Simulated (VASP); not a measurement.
# AlP (kk07) (F-43m) in VASP: further runs, part 2 of 2

VASP 6.6.1. The steps go on from the part before.

## Step 3: Single point, LDA

This run uses another cell than the first one, of 20.05 Å³/atom, 0.979 times its volume.

The input, INCAR:

```
SYSTEM = AlP
ALGO = Normal
EDIFF = 1E-6
ENCUT = 500
GGA = CA
GGA_COMPAT = .False.
ISIF = 2
ISMEAR = 0
LASPH = .True.
LCHARG = .False.
LREAL = .False.
LWAVE = .False.
NBANDS = 11
NELM = 120
PREC = Accurate
SIGMA = 0.02
```

The input, KPOINTS:

```
k-points
0
Gamma
  12 12 12
  0 0 0
```

The input, POSCAR:

```
AlP
1.0
    0.0000000000      2.7167806882      2.7167806882
    2.7167806882      0.0000000000      2.7167806882
    2.7167806882      2.7167806882      0.0000000000
Al P
1 1
Direct
    0.0000000000      0.0000000000      0.0000000000
    0.2500000000      0.2500000000      0.2500000000
```

Potentials or basis: VASP PAW LDA potentials, release 64 (Al, P).

Launch:

```
$ cat potpaw_LDA.64/Al/POTCAR potpaw_LDA.64/P/POTCAR > POTCAR
$ mpirun -np 1 vasp_std > vasp.out
```

OUTCAR:

```text
SYSTEM = AlP
   EDIFF = 1E-6
   ENCUT = 500
   GGA = CA
   ISIF = 2
   ISMEAR = 0
   LASPH = .True.
   LREAL = .False.
   NELM = 120
   PREC = Accurate

 ion  position               nearest neighbor table
   1  0.000  0.000  0.000-   2 2.35   2 2.35   2 2.35   2 2.35
   2  0.250  0.250  0.250-   1 2.35   1 2.35   1 2.35   1 2.35

  LATTYP: Found a face centered cubic cell.
 ALAT       =     5.4335613764

  Lattice vectors:

 A1 = (   0.0000000000,   2.7167806882,   2.7167806882)
 A2 = (   2.7167806882,   0.0000000000,   2.7167806882)
 A3 = (   2.7167806882,   2.7167806882,   0.0000000000)

Analysis of symmetry for initial positions (statically):
=====================================================================
 Subroutine PRICEL returns:
 Original cell was already a primitive cell.

 Routine SETGRP: Setting up the symmetry group for a
 face centered cubic supercell.

 Subroutine GETGRP returns: Found 24 space group operations
 (whereof 24 operations were pure point group operations)
 out of a pool of 48 trial point group operations.

The static configuration has the point symmetry T_d .

Analysis of symmetry for dynamics (positions and initial velocities):
[... 171 lines left out ...]
      4       4.5843      2.00000
      5       7.8276      0.00000
      6       9.0775      0.00000
      7       9.0775      0.00000
      8       9.0775      0.00000
      9      13.4140      0.00000
     10      13.4140      0.00000
     11      14.6716      0.00000
[... 309 lines left out ...]
 k-point    24 :      -0.4167    0.1667    0.0000
  band No.  band energies     occupation
      1      -5.0935      2.00000
      2      -0.7869      2.00000
      3       2.3393      2.00000
      4       3.5099      2.00000
      5       7.9473      0.00000
      6       9.5471      0.00000
      7      10.2574      0.00000
      8      12.8406      0.00000
      9      14.4984      0.00000
     10      14.6127      0.00000
     11      16.6731      0.00000

 [... further k-points ...]

------------------------ aborting loop because EDIFF is reached ----------------------------------------

  FORCE on cell =-STRESS in cart. coord.  units (eV):
  Direction    XX          YY          ZZ          XY          YZ          ZX
  --------------------------------------------------------------------------------------
  -------------------------------------------------------------------------------------
  Total        0.0161869      0.0161869      0.0161869      0.0000000      0.0000000     -0.0000000
  in kB        0.6466651      0.6466651      0.6466651      0.0000000      0.0000000     -0.0000000
  external PRESSURE =       0.6466651 kB  Pullay stress =       0.0000000 kB

 VOLUME and BASIS-vectors are now :
 -----------------------------------------------------------------------------
  energy-cutoff  :      500.00
  volume of cell :       40.10
      direct lattice vectors                 reciprocal lattice vectors
     0.000000000  2.716780688  2.716780688    -0.184041355  0.184041355  0.184041355
     2.716780688  0.000000000  2.716780688     0.184041355 -0.184041355  0.184041355
     2.716780688  2.716780688  0.000000000     0.184041355  0.184041355 -0.184041355

 POSITION                                       TOTAL-FORCE (eV/Angst)
 -----------------------------------------------------------------------------------
      0.00000      0.00000      0.00000        -0.000000     -0.000000     -0.000000
      1.35839      1.35839      1.35839         0.000000      0.000000      0.000000
 -----------------------------------------------------------------------------------
    total drift:                               -0.000000     -0.000000     -0.000000

  FREE ENERGIE OF THE ION-ELECTRON SYSTEM (eV)
  ---------------------------------------------------
  free  energy   TOTEN  =       -11.4133755046 eV

  energy  without entropy=      -11.4133755046  energy(sigma->0) =      -11.41337550
```

OSZICAR:

```text
N       E                     dE             d eps       ncg     rms          rms(c)
DAV:   1     0.106067312568E+02    0.10607E+02   -0.31162E+03  1584   0.544E+02
DAV:   2    -0.109876041618E+02   -0.21594E+02   -0.20768E+02  2013   0.910E+01
DAV:   3    -0.118435179312E+02   -0.85591E+00   -0.85435E+00  2025   0.173E+01
DAV:   4    -0.118504117538E+02   -0.68938E-02   -0.68931E-02  1890   0.191E+00
DAV:   5    -0.118504989796E+02   -0.87226E-04   -0.87225E-04  2039   0.204E-01    0.470E+00
DAV:   6    -0.114842125088E+02    0.36629E+00   -0.69327E-01  1822   0.306E+00    0.293E+00
DAV:   7    -0.114185772359E+02    0.65635E-01   -0.22681E-01  1990   0.187E+00    0.145E+00
DAV:   8    -0.114135307144E+02    0.50465E-02   -0.17323E-02  1833   0.609E-01    0.182E-01
DAV:   9    -0.114133609989E+02    0.16972E-03   -0.12094E-03  1849   0.175E-01    0.563E-02
DAV:  10    -0.114133728633E+02   -0.11864E-04   -0.41819E-05  1929   0.337E-02    0.200E-02
DAV:  11    -0.114133758060E+02   -0.29427E-05   -0.66379E-06  1838   0.138E-02    0.148E-02
DAV:  12    -0.114133755046E+02    0.30145E-06   -0.12524E-06  1106   0.475E-03
   1 F= -.11413376E+02 E0= -.11413376E+02  d E =-.137282E-27
```

stdout:

```text
POSCAR found type information on POSCAR AlP
 POSCAR found :  2 types and       2 ions
 scaLAPACK will be used
 LDA part: xc-table for (Slater(with rela. corr.)+CA(PZ))
 , standard interpolation
 POSCAR, INCAR and KPOINTS ok, starting setup
 FFT: planning ... GRIDC
 FFT: planning ... GRID_SOFT
 FFT: planning ... GRID
 WAVECAR not read
 entering main loop
```

Wall time 18 s (1 thread of Intel Xeon Platinum 8559C (Emerald Rapids), shared host); peak memory 0.15 GiB.

Results:

```
Free energy            : -11.4134 eV
Pressure               : 0.1 GPa
Band gap on the k mesh : 1.41 eV, indirect (least direct gap 3.24 eV)
```

Levels at points of the mesh, in eV from the valence-band top:
| k point | band 2 | band 3 | band 4 | band 5 | band 6 | band 7 |
| --- | --- | --- | --- | --- | --- | --- |
| (0.00, 0.00, 0.00) | 0.00 | 0.00 | 0.00 | 3.24 | 4.49 | 4.49 |
| (0.50, 0.00, 0.00) | -5.65 | -0.78 | -0.78 | 2.72 | 4.74 | 4.74 |
| (0.50, 0.50, 0.00) | -5.40 | -2.15 | -2.15 | 1.41 | 2.33 | 11.01 |

A k mesh can miss the band edges. As with any semilocal functional, this LDA gap is likely too small.

## Step 4: Relaxation of cell and atoms, LDA

The input, INCAR:

```
SYSTEM = AlP
PREC = Accurate
ENCUT = 500
EDIFF = 1E-7
ISMEAR = 0
SIGMA = 0.02
LREAL = .FALSE.
LASPH = .TRUE.
NELM = 120
ALGO = Normal
ISIF = 3
LWAVE = .FALSE.
LCHARG = .FALSE.
GGA = CA
IBRION = 2
NSW = 100
EDIFFG = -0.002
GGA_COMPAT = .FALSE.
NELMIN = 4
```

The input, KPOINTS:

```
Automatic mesh
0
G
  12 12 12
  0 0 0
```

The input, POSCAR:

```
AlP
1.0
    0.0000000000      2.7364837100      2.7364837100
    2.7364837100      0.0000000000      2.7364837100
    2.7364837100      2.7364837100      0.0000000000
Al P
1 1
Direct
    0.0000000000      0.0000000000      0.0000000000
    0.2500000000      0.2500000000      0.2500000000
```

Potentials or basis: VASP PAW LDA potentials, release 64 (Al, P).

Launch:

```
$ cat potpaw_LDA.64/Al/POTCAR potpaw_LDA.64/P/POTCAR > POTCAR
$ mpirun -np 1 vasp_std > vasp.out
```

OUTCAR:

```text
SYSTEM = AlP
   PREC = Accurate
   ENCUT = 500
   EDIFF = 1E-7
   ISMEAR = 0
   LREAL = .FALSE.
   LASPH = .TRUE.
   NELM = 120
   ISIF = 3
   GGA = CA
   IBRION = 2
   NSW = 100
   EDIFFG = -0.002
   NELMIN = 4

 ion  position               nearest neighbor table
   1  0.000  0.000  0.000-   2 2.37   2 2.37   2 2.37   2 2.37
   2  0.250  0.250  0.250-   1 2.37   1 2.37   1 2.37   1 2.37

  LATTYP: Found a face centered cubic cell.
 ALAT       =     5.4729674200

  Lattice vectors:

 A1 = (   0.0000000000,   2.7364837100,   2.7364837100)
 A2 = (   2.7364837100,   0.0000000000,   2.7364837100)
 A3 = (   2.7364837100,   2.7364837100,   0.0000000000)

Analysis of symmetry for initial positions (statically):
=====================================================================
[... 259 lines left out ...]
 fundamental gap:      1.4157541582
 Fermi energy:         4.7068328802

 k-point     1 :       0.0000    0.0000    0.0000
  band No.  band energies     occupation
      1      -7.0075      2.00000
      2       4.5775      2.00000
      3       4.5775      2.00000
      4       4.5775      2.00000
      5       7.8145      0.00000
      6       9.0697      0.00000
      7       9.0697      0.00000
      8       9.0697      0.00000
[... 243 lines left out ...]
 k-point    24 :      -0.4167    0.1667    0.0000
  band No.  band energies     occupation
      1      -5.0980      2.00000
      2      -0.7907      2.00000
      3       2.3339      2.00000
      4       3.5039      2.00000
      5       7.9395      0.00000
      6       9.5385      0.00000
      7      10.2497      0.00000
      8      12.8302      0.00000

 [... further k-points ...]

------------------------ aborting loop because EDIFF is reached ----------------------------------------

  FORCE on cell =-STRESS in cart. coord.  units (eV):
  Direction    XX          YY          ZZ          XY          YZ          ZX
  --------------------------------------------------------------------------------------
  -------------------------------------------------------------------------------------
  Total       -0.0010379     -0.0010379     -0.0010379      0.0000000      0.0000000      0.0000000
  in kB       -0.0414321     -0.0414321     -0.0414321      0.0000000      0.0000000      0.0000000
  external PRESSURE =      -0.0414321 kB  Pullay stress =       0.0000000 kB
[... 17 lines left out ...]
  FREE ENERGIE OF THE ION-ELECTRON SYSTEM (eV)
  ---------------------------------------------------
  free  energy   TOTEN  =       -11.4134954287 eV

  energy  without entropy=      -11.4134954287  energy(sigma->0) =      -11.41349543

 reached required accuracy - stopping structural energy minimisation
```

CONTCAR:

```text
AlP
   1.00000000000000
     0.0000000000000000    2.7174472629748068    2.7174472629748063
     2.7174472629748063    0.0000000000000000    2.7174472629748063
     2.7174472629748063    2.7174472629748068    0.0000000000000000
  Al              P
     1     1
Direct
     0.0000000000000000    0.0000000000000000    0.0000000000000000
     0.2500000000000000    0.2500000000000000    0.2500000000000000

  0.00000000E+00  0.00000000E+00  0.00000000E+00
  0.00000000E+00  0.00000000E+00  0.00000000E+00
```

Run time: 28 s. Hardware: 1 thread of Intel Xeon Platinum 8559C (Emerald Rapids), shared host; peak memory 0.14 GiB.

What came out:

```yaml
Free_energy: -11.4135 eV
Relaxed_volume: 20.07 Å³/atom
Relaxed_cell: a = 3.843 Å, b = 3.843 Å, c = 3.843 Å, α = 60.00°, β = 60.00°, γ = 60.00°
Space_group_after_relaxing_to_0.05_Å: F-43m (No. 216)
Energy_gained_by_relaxing: 2.4 meV/atom
Ionic_steps: 3
Pressure_after_relaxing: 0.0 GPa
Band_gap_on_the_k_mesh: 1.42 eV, indirect (least direct gap 3.24 eV)
```

The path:
```tsv
step	energy change (eV)	largest force (eV/Å)	pressure (GPa)	volume (Å³)
1	0.0000	0.0000	-1.81	40.98
2	-0.0030	0.0000	1.18	39.62
3	-0.0049	0.0000	0.00	40.13
```

Final structure:
```yaml
crystal:
  lattice:
    - [0.00000, 2.71745, 2.71745]
    - [2.71745, 0.00000, 2.71745]
    - [2.71745, 2.71745, 0.00000]
  atoms:
    - { symbol: Al, position: [0.00000, 0.00000, 0.00000] }
    - { symbol: P, position: [0.25000, 0.25000, 0.25000] }
```

A k mesh can miss the band edges.

## Step 5: The runs side by side

```tsv
task	cell	k mesh	smearing	gap on the mesh (eV)	pressure (GPa)
single point	a = 3.870 Å, angles 60.0°, 2 atoms	6 × 6 × 6	gaussian 0.1 eV	1.45	-1.8
single point	a = 3.842 Å, angles 60.0°, 2 atoms	12 × 12 × 12	gaussian 0.02 eV	1.41	0.1
relaxation of cell and atoms	relaxed from a = 3.870 Å, angles 60.0°, 2 atoms	12 × 12 × 12	gaussian 0.02 eV	1.42	0.0
```

Alike in all rows: level LDA; potentials or basis VASP PAW LDA potentials, release 64 (Al, P); no spin polarisation; cutoff (eV) 500.

Total energies depend on the potentials used, so only differences within one code and one set of settings carry meaning.
